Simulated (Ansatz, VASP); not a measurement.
**Fe in VASP and in Ansatz**

INCAR

```
SYSTEM = Fe
  ALGO = Normal
  EDIFF = 1E-6
  ENCUT = 520
  GGA = PE
  ISIF = 2
  ISMEAR = -1
  ISPIN = 2
  LASPH = .True.
  LCHARG = .False.
  LMAXMIX = 4
  LORBIT = 11
  LREAL = .False.
  LWAVE = .False.
  MAGMOM = 3
  NBANDS = 14
  NELM = 150
  PREC = Accurate
  SIGMA = 0.05
```

KPOINTS

```
k-points
0
Gamma
  12 12 12
  0 0 0
```

File POSCAR:

```
Fe
1.0
    0.0000000000      1.7904635731      1.7904635731
    1.7904635731      0.0000000000      1.7904635731
    1.7904635731      1.7904635731      0.0000000000
Fe
1
Direct
    0.0000000000      0.0000000000      0.0000000000
```

Contents of input.yaml:

```yaml
crystal:
  lattice:
    - [0.0, 1.7904635731, 1.7904635731]
    - [1.7904635731, 0.0, 1.7904635731]
    - [1.7904635731, 1.7904635731, 0.0]
  atoms:
    - { symbol: Fe, position: [0.0, 0.0, 0.0], spin: 3.0 }
kpoints:
  mp_grid: { grid: [12, 12, 12] }
scf:
  occupations: { method: fermi_dirac, width: 0.05 }
hamiltonian:
  xc: pbe
  pseudopotentials: { kind: all_electron, lapw: { basis_error: 0.0005 } }
magnetization:
  spin_polarized: true
output:
  forces: true
  stress: true
  eigenvalues: true
```

Change from the starting cell: volume scaled by 0.94.

Alike in both runs: task single point; functional PBE; k mesh 12 × 12 × 12; occupations fermi-dirac, width 0.05 eV; collinear spin.

|  | VASP | Ansatz |
| --- | --- | --- |
| version | VASP 6.6.1 | Ansatz 0.2.0 |
| potentials or method | VASP PAW PBE potentials, release 64 (Fe), cutoff 520 eV | all-electron LAPW, scalar-relativistic |

Ansatz gave:

```
gap on the k mesh at the Fermi level (eV)                     : none
pressure (GPa)                                                : 6.4
net moment per atom (μB)                                      : 2.43
size of the moment on the site where the two differ most (μB) : 2.48
```

Task: Estimate VASP's values.

Result: gap on the k mesh at the Fermi level (eV): none; pressure (GPa): -11.0; net moment per atom (μB): 1.56; size of the moment on the site where the two differ most (μB): 1.56.

The net moments are unlike, so the other rows may belong to different states. Site moments also hang on the region over which each program counts them. A gap of «none» marks a metal or a gap that the smearing closes. Ansatz ran all-electron here, and VASP with PAW potentials.
